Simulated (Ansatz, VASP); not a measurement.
# One calculation of GaAs, two programs

```xyz
2
Lattice="3.6064 0.0000 0.0000 -1.8032 3.1232 0.0000 0.0000 0.0000 3.5732" Properties=species:S:1:pos:R:3 pbc="T T T"
Ga    0.0000    2.0822    1.7866
As    0.0000    0.0000    0.0000
```

Alike in both runs: task relaxation of cell and atoms; functional LDA; k mesh 9 × 9 × 8; occupations fermi-dirac, width 0.05 eV; no spin polarisation.

```csv
,VASP,Ansatz
version,VASP 6.6.1,Ansatz 0.2.0
potentials or method,"VASP PAW LDA potentials, release 64 (Ga_d, As)",Ansatz PAW
plane-wave cutoff (eV),600,420
valence electrons in the cell,18,28
```

Ansatz gave:

- gap on the k mesh at the Fermi level, each at its own relaxed structure (eV): none
- relaxed volume (Å³/atom): 18.79
- relaxed cell length with the largest relative difference (Å): 3.294

Task: Which values does VASP return?

Result: gap on the k mesh at the Fermi level, each at its own relaxed structure (eV): none; relaxed volume (Å³/atom): 18.86; relaxed cell length with the largest relative difference (Å): 3.299.

LDA's correlation is that of Perdew and Zunger in VASP and of Perdew and Wang (1992) in Ansatz. A gap of «none» marks a metal or a gap that the smearing closes. VASP's potentials hold 18 valence electrons a cell and Ansatz's 28, so a difference there can come from the potentials and not from the codes.

Noted on Ansatz's run: the plane-wave basis is chosen anew once the cell has moved, so the energies of steps on either side of that aren't comparable.
